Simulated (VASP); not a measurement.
Set up this calculation in VASP 6.6.1, as the native input.

* Task: single point
* Functional: LDA
* Potentials or basis: VASP PAW LDA potentials, release 64 (Sn_d, Pt, H)
* Cutoff: 520 eV
* k mesh: 3 × 3 × 3
* Occupations: fermi-dirac, width 0.15 eV
* Spin: no spin polarisation
* Dipole correction: no
* Further INCAR settings: ALGO = Normal; EDIFF = 1e-07; NBANDS = 88

The structure of Sn8HPt4 (a cell with a defect) lies in POSCAR:

```
Sn8HPt4
1.0
    6.4250000000      0.0000000000      0.0000000000
    0.0000000000      6.4250000000      0.0000000000
    0.0000000000      0.0000000000      6.4250000000
Sn Pt H
8 4 1
Direct
    0.2783657588      0.2587704280      0.2620856031
    0.7369182879      0.6874552529      0.7332295720
    0.8357821012      0.6849649805      0.2355175097
    0.2827237354      0.2531050584      0.7684357977
    0.7014007782      0.1955019455      0.7647003891
    0.2737120623      0.7799377432      0.2159221790
    0.2833463035      0.7811050584      0.7365603113
    0.8345525292      0.2163268482      0.2812295720
    0.0028638132     -0.0258054475     -0.0303657588
    0.4891517510      0.5294630350     -0.0132140078
    0.5567937743     -0.0634708171      0.4589416342
    0.0815564202      0.5156575875      0.5075797665
    0.4704435798     -0.0068793774     -0.0044824903
```

One way to write it, as run:

INCAR

```
SYSTEM = Sn8HPt4
PREC = Accurate
ENCUT = 520
EDIFF = 1E-7
ISMEAR = -1
SIGMA = 0.15
LREAL = .False.
LASPH = .True.
NELM = 60
ALGO = Normal
ISIF = 2
LWAVE = .False.
LCHARG = .False.
NBANDS = 88
```

KPOINTS

```
Automatic mesh
0
Gamma
  3 3 3
  0 0 0
```

Potentials or basis: VASP PAW LDA potentials, release 64 (Sn_d, Pt, H).

Run with:

```console
$ cat potpaw_LDA.64/Sn_d/POTCAR potpaw_LDA.64/Pt/POTCAR potpaw_LDA.64/H/POTCAR > POTCAR
$ mpirun -np 1 vasp_std > vasp.out
```

Results of the run:

The pressure is 4.3 GPa, the largest force is 2.821 eV/Å and the band gap on the k mesh is zero (an odd number of electrons rules out a gap without spin polarisation).

Caveat: the atoms stand as in a frame of molecular dynamics; spin-orbit coupling is left out, which moves the levels of the heavy elements.

Run time: 5.8 min on 1 thread of Intel(R) Xeon(R) Platinum 8259CL CPU @ 2.50GHz (Skylake/Cascade Lake) (shared host), peak memory 0.4 GiB.
